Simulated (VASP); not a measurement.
SrCl2:

```
Sr Cl
1.0
     2.00231    1.15604    6.33137
    -2.00231    1.15604    6.33137
     0.00000   -2.31207    6.33137
Sr Cl
1 2
Direct
  0.00008 0.00008 0.00008
  0.42263 0.42263 0.42263
  0.24396 0.24396 0.24396
```

This cell differs from its parent crystal: epitaxial xy strain -4.0%.

Base run:

| Quantity | Value |
| --- | --- |
| Program | VASP 6.6.1 |
| Functional | PBE |
| Potentials or basis | VASP PAW PBE potentials, release 64 (Sr_sv, Cl) |
| Cutoff | 520 eV |
| k mesh | 8 × 8 × 8 |
| Occupations | fermi-dirac, width 0.02 eV |
| Spin | no spin polarisation |

Its results: band gap on the k mesh 4.58 eV, indirect (least direct gap 4.69 eV); pressure 3.2 GPa; largest force 0.008 eV/Å.

Problem. The run is repeated on the same cell with these changes: functional from PBE to r2SCAN; occupations from fermi-dirac, width 0.02 eV to gaussian, width 0.01 eV. What comes out?

Solution. Band gap on the k mesh 5.00 eV, indirect (least direct gap 5.23 eV); pressure 2.5 GPa; largest force 0.011 eV/Å.

Caveats: the PAW data sets were made with another functional, which shifts forces and pressure a little (some runs).

A k mesh can miss the band edges.
